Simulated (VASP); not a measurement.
Set up this calculation in VASP 6.6.1, as the native input.

| Item | Value |
| --- | --- |
| Task | relaxation of cell and atoms |
| Functional | LDA |
| Potentials or basis | VASP PAW LDA potentials, release 64 (Ti_sv) |
| Cutoff | 600 eV |
| k mesh | 11 × 11 × 11 |
| Occupations | gaussian, width 0.05 eV |
| Spin | no spin polarisation |
| Target pressure | 10 GPa |
| Dipole correction | no |
| Further INCAR settings | ALGO = Normal; EDIFF = 1e-06; IBRION = 2; EDIFFG = -0.01; NSW = 60; ISIF = 3 |

The structure of Ti lies in POSCAR:

```
Ti
1.0
    0.0000000000      2.0300000000      2.0300000000
    2.0300000000      0.0000000000      2.0300000000
    2.0300000000      2.0300000000      0.0000000000
Ti
1
Direct
    0.0000000000      0.0000000000      0.0000000000
```

These files were run (other wordings do the same):

INCAR

```
SYSTEM = Ti
PREC = Accurate ; ENCUT = 600
EDIFF = 1E-6 ; ISMEAR = 0
SIGMA = 0.05 ; LREAL = .False.
LASPH = .True. ; NELM = 60
ALGO = Normal ; ISIF = 3
LWAVE = .False. ; LCHARG = .False.
GGA = CA ; IBRION = 2
NSW = 60 ; EDIFFG = -0.01
PSTRESS = 100.0
```

KPOINTS

```
Automatic mesh
0
Gamma
  11 11 11
  0 0 0
```

Potentials or basis: VASP PAW LDA potentials, release 64 (Ti_sv).

Run with:

```sh
$ cat potpaw_LDA.64/Ti_sv/POTCAR > POTCAR
$ mpirun -np 1 vasp_std > vasp.out
```

Results of the run:

```
Relaxed volume                                         : 14.87 Å³/atom
Relaxed cell                                           : a = 2.760 Å, b = 2.760 Å, c = 2.760 Å, α = 60.00°, β = 60.00°, γ = 60.00°
Space group after relaxing (to 0.05 Å)                 : Fm-3m (No. 225)
Energy change on relaxing (the enthalpy is what falls) : +18.5 meV/atom
Ionic steps                                            : 4
Pressure after relaxing                                : 9.9 GPa
Band gap on the k mesh                                 : zero (band 6 reaches 10.66 eV, above the bottom of band 7 at 9.41 eV)
```

Caveat: the cell is relaxed towards a set pressure, so the enthalpy falls and the energy may rise.

Wall time 14 s on 1 thread of Intel(R) Xeon(R) 6975P-C (Granite Rapids) (shared host), peak memory 0.14 GiB.
